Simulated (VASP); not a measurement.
Te2Mo, 3 atoms in the cell. The cell holds a slab with vacuum, 3 atoms: a = 3.519 Å, b = 3.519 Å, c = 17.783 Å, α = 90.00°, β = 90.00°, γ = 120.00°.  This cell differs from its parent crystal: equal strain along all axes, cell held: +1.5 %.

| Property | Result |
| --- | --- |
| Program | VASP 6.6.1 |
| Task | relaxation of the atoms |
| Functional | LDA |
| Potentials or basis | VASP PAW LDA potentials, release 64 (Te, Mo_sv) |
| Cutoff | 520 eV |
| k mesh | 12 × 12 × 2 |
| Occupations | gaussian, width 0.02 eV |
| Spin | no spin polarisation |
| Dipole correction | no |
| Further INCAR settings | ALGO = Normal; EDIFF = 1e-07; IBRION = 2; EDIFFG = -0.008; NSW = 60 |

Potentials or basis: VASP PAW LDA potentials, release 64 (Te, Mo_sv).

Command:

```console
$ cat potpaw_LDA.64/Te/POTCAR potpaw_LDA.64/Mo_sv/POTCAR > POTCAR
$ mpirun -np 1 vasp_std > vasp.out
```

Hardware: 1 thread of Oxide Virtual Turin-like Processor (shared host).

Q: Estimate the wall time of this run.

A: Run time: 9 min on 1 thread of Oxide Virtual Turin-like Processor, with other jobs on the host, peak memory 0.31 GiB. Counts: scf iterations 54, k points 38, ion steps 3.
